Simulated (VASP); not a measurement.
A run of VASP 6.6.1 is set up as follows.

Contents of INCAR:

```
ALGO     = Normal         # electronic algorithm
DIPOL    = 0.5 0.5 0.500
EDIFF    = 1E-7           # SCF threshold, eV
ENCUT    = 520            # plane-wave cutoff, eV
GGA      = PS             # functional
IDIPOL   = 3            
ISIF     = 2              # what is computed and relaxed
ISMEAR   = -1             # smearing method
LASPH    = T              # aspherical terms in the spheres
LCHARG   = F              # write CHGCAR
LDIPOL   = T            
LREAL    = F              # projectors in reciprocal space
LWAVE    = F              # write WAVECAR
NBANDS   = 16             # bands
NELM     = 80             # most SCF steps
PREC     = Accurate       # precision mode
SIGMA    = 0.05           # smearing width, eV
```

File KPOINTS:

```
k-points
0
Gamma
  19 5 1
```

File POSCAR:

```
C
1.0
    1.7062526236      0.0000000000      0.0000000000
    0.0000000000      6.3117731547      0.0000000000
    0.0000000000      0.0000000000     17.9702000000
C
4
Direct
    0.0000000000      0.7500000000      0.4636881249
    0.5000000000      0.2500000000      0.4637134565
    0.5000000000      0.7500000000      0.5362865334
    0.0000000000      0.2500000000      0.5363118852
```

Potentials or basis: VASP PAW PBE potentials, release 64 (C).

Command:

```sh
$ cat potpaw_PBE.64/C/POTCAR > POTCAR
$ mpirun -np 1 vasp_std > vasp.out
```

Estimate the largest force.

0.089 eV/Å.

Estimate the band gap on the k mesh.

zero (bands 8 and 9 overlap by 2.41 eV).

Forces in eV/Å, atoms in the order of the input:
```
C    0.000  0.000 -0.089
C    0.000  0.000 -0.089
C    0.000  0.000  0.089
C    0.000  0.000  0.089
```

Caveat: the PAW data sets were made with another functional, which shifts forces and pressure a little.
